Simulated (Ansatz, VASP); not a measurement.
**Two plane-wave programs on WCl3F2**

```
W Cl F
1.0
     6.00009    0.11096   -0.09120
    -1.88046    6.94223   -0.01465
    -1.14853   -2.28493    7.72858
W Cl F
2 6 4
Direct
  0.07842 0.17157 0.16906
  0.92158 0.82843 0.83094
  0.98184 0.22766 0.43324
  0.34185 0.48578 0.26815
  0.21893 0.15345 0.90085
  0.01816 0.77234 0.56676
  0.65815 0.51422 0.73185
  0.78107 0.84655 0.09915
  0.84000 0.25696 0.06441
  0.29738 0.04361 0.23181
  0.16000 0.74304 0.93559
  0.70262 0.95639 0.76819
```

Alike in both runs: functional PBE; k mesh 2 × 2 × 2; occupations gaussian, width 0.15 eV; no spin polarisation.

Ansatz relaxed the structure, and its values are those at the end. VASP's run is a single point on that final structure, the one shown.

```csv
,VASP,Ansatz
version,VASP 6.6.1,Ansatz 0.2.0
potentials or method,"VASP PAW PBE potentials, release 64 (W_sv, Cl, F), cutoff 520 eV","scalar-relativistic, plane waves, PAW"
valence electrons in the cell,98,98
```

```tsv
	VASP	Ansatz	Ansatz less VASP
gap on the k mesh at the Fermi level (eV)	1.30	1.30	-0.002
least direct gap on the mesh (eV)	1.32	1.32	-0.002
pressure (GPa)	0.8	0.4	-0.37
rms of the force components (eV/Å)	0.143	0.026	-0.1165
```

One of these differences is far larger than is usual between the two programs; its cause wasn't traced. The functional is the same, so the differences come from potentials, cutoffs and numerics.

The k mesh is coarse, so the values compare programs but aren't converged. Neither program's run includes spin-orbit coupling.
